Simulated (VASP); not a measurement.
MoS2:

```
CELL_PARAMETERS angstrom
3.54050 0.00000 0.00000
-1.77025 3.06616 0.00000
0.00000 0.00000 5.71156
ATOMIC_POSITIONS crystal
Mo 0.00000 0.00000 0.00000
S 0.33333 0.66667 0.25200
S 0.66667 0.33333 0.74800
```

```yaml
Program: VASP 6.6.1
Task: relaxation of cell and atoms
Functional: PBE
Potentials_or_basis: VASP PAW PBE potentials, release 64 (Mo_sv, S)
Cutoff: 600 eV
k_mesh: 12 × 12 × 6
Occupations: gaussian, width 0.05 eV
Spin: collinear spin
Starting_moments: "[2.0, 0.0, 0.0] μB"
```

At the start: pressure -10.2 GPa; volume 20.67 Å³/atom.

Q: Where does the relaxation end?

A: Over 24 steps the energy falls by 175.6 meV/atom and the volume is 19.66 Å³/atom (-4.9 %); space group P-3m1 (No. 164, to 0.1 Å) before and after; moment 0.00 μB per cell.

Step by step:
| step | energy change (eV) | largest force (eV/Å) | pressure (GPa) | volume (Å³) |
| --- | --- | --- | --- | --- |
| 1 | 0.0000 | 0.4511 | -10.17 | 62.00 |
| 2 | -0.0617 | 2.6537 | 18.48 | 50.85 |
| 3 | -0.3002 | 0.9971 | 2.10 | 55.68 |
| 4 | -0.4781 | 0.2227 | 0.72 | 54.69 |
| 5 | -0.5004 | 0.0785 | 0.08 | 54.21 |
| 6 | -0.5015 | 0.1906 | -0.11 | 54.04 |
| 7 | -0.5016 | 0.1639 | -0.08 | 54.08 |
| 8 | -0.5042 | 0.0828 | 0.69 | 53.98 |
| 9 | -0.5049 | 0.0131 | 1.35 | 53.89 |
| 10 | -0.5060 | 0.0228 | 1.28 | 53.97 |
| 11 | -0.5087 | 0.0508 | 1.07 | 54.22 |
| 12 | -0.5127 | 0.1058 | 0.68 | 54.72 |
| 13 | -0.5161 | 0.2102 | -0.02 | 55.71 |
| 14 | -0.5193 | 0.1412 | 0.23 | 56.07 |
| 15 | -0.5236 | 0.0171 | 0.86 | 56.89 |
| 16 | -0.5240 | 0.0928 | 1.18 | 57.28 |
| 17 | -0.5262 | 0.0306 | 0.46 | 58.04 |
| 18 | -0.5268 | 0.0235 | -0.15 | 58.71 |
| 19 | -0.5268 | 0.0194 | -0.10 | 58.65 |
| 20 | -0.5268 | 0.0111 | -0.06 | 58.71 |
| 21 | -0.5269 | 0.0112 | 0.01 | 58.88 |
| 22 | -0.5269 | 0.0070 | -0.01 | 58.85 |
| 23 | -0.5269 | 0.0064 | 0.00 | 58.88 |
| 24 | -0.5269 | 0.0041 | 0.01 | 58.99 |

Final structure:
```
Mo S
1.0
     3.19471    0.00000    0.00000
    -1.59735    2.76670    0.00000
     0.00000    0.00000    6.67441
Mo S
1 2
Direct
  0.00000 0.00000 0.00000
  0.33333 0.66667 0.23697
  0.66667 0.33333 0.76303
```

Caveat: a cell axis changed by over 15 % at a fixed basis, so the end point is rough; this functional lacks dispersion, which binds the layers, so the pressure and a relaxed spacing across them are unreliable.
